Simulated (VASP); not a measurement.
Here is a VASP 6.6.1 calculation.

File POSCAR:

```
Al2Cu
1.0
   -2.0881782423      2.0881782423      2.9529971388
    2.0881782423     -2.0881782423      2.9529971388
    2.0881782423      2.0881782423     -2.9529971388
Al Cu
2 1
Direct
    0.7500000000      0.2500000000      0.5000000000
    0.2500000000      0.7500000000      0.5000000000
    0.5000000000      0.5000000000      0.0000000000
```

File INCAR.step1:

```
ALGO     = Normal         # electronic algorithm
EDIFF    = 1E-4           # SCF threshold, eV
ENCUT    = 520            # plane-wave cutoff, eV
GGA      = PE             # functional
ISMEAR   = 0              # smearing method
LASPH    = T              # aspherical terms in the spheres
LCHARG   = F              # write CHGCAR
LREAL    = F              # projectors in reciprocal space
LWAVE    = T              # write WAVECAR
NBANDS   = 16             # bands
NELM     = 80             # most SCF steps
PREC     = Accurate       # precision mode
SIGMA    = 0.15           # smearing width, eV
```

Contents of INCAR.step2:

```
ALGO     = Normal         # electronic algorithm
EDIFF    = 1E-6           # SCF threshold, eV
ENCUT    = 520            # plane-wave cutoff, eV
ISIF     = 2              # what is computed and relaxed
ISMEAR   = 0              # smearing method
ISTART   = 1            
LASPH    = T              # aspherical terms in the spheres
LCHARG   = F              # write CHGCAR
LMIXTAU  = T            
LREAL    = F              # projectors in reciprocal space
LWAVE    = F              # write WAVECAR
METAGGA  = R2SCAN         # meta-GGA
NBANDS   = 16             # bands
NELM     = 80             # most SCF steps
PREC     = Accurate       # precision mode
SIGMA    = 0.15           # smearing width, eV
```

File KPOINTS:

```
k-points
0
Gamma
  16 16 16
```

Potentials or basis: VASP PAW PBE potentials, release 64 (Al, Cu).

Command:

```console
$ cat potpaw_PBE.64/Al/POTCAR potpaw_PBE.64/Cu/POTCAR > POTCAR
$ cp INCAR.step1 INCAR
$ mpirun -np 1 vasp_std > vasp.out
$ cp INCAR.step2 INCAR
$ mpirun -np 1 vasp_std > vasp.out
```

(1) Estimate the pressure.

(2) What does it give for the band gap on the k mesh?

Results:

(1) -7.8 GPa.

(2) zero (an odd number of electrons rules out a gap without spin polarisation).

Caveat: the cell differs from its parent crystal (strain +0.030 along x and y, +0.030 along z); the cell stands under tension; the PAW data sets were made with another functional, which shifts forces and pressure a little.
